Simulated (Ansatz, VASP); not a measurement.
Ti3Al in VASP and in Ansatz

```
Ti Al
1.0
     2.95627    0.00000    0.00000
    -1.47813    2.56020    0.00000
     0.00000    0.00000    9.06658
Ti Al
3 1
Direct
  0.66667 0.33333 0.00000
  0.33333 0.66667 0.75587
  0.33333 0.66667 0.24413
  0.66667 0.33333 0.50000
```

Alike in both runs: task single point; functional PBE; k mesh 15 × 15 × 6; occupations gaussian, width 0.15 eV; no spin polarisation.

|  | VASP | Ansatz |
| --- | --- | --- |
| version | VASP 6.6.1 | Ansatz 0.2.0 |
| potentials or method | VASP PAW PBE potentials, release 64 (Ti_sv, Al), cutoff 520 eV | scalar-relativistic, plane waves, PAW |
| valence electrons in the cell | 39 | 39 |

|  | VASP | Ansatz | Ansatz less VASP |
| --- | --- | --- | --- |
| gap on the k mesh at the Fermi level (eV) | none | none | - |
| pressure (GPa) | 0.3 | 0.5 | +0.16 |
| traceless stress, the component that is largest in VASP (GPa) | 2.67 | 2.66 | -0.012 |
| rms of the force components (eV/Å) | 0.157 | 0.161 | +0.0036 |

Atom by atom the forces differ by 0.004 eV/Å (rms over components). A gap of «none» marks a metal or a gap that the smearing closes.
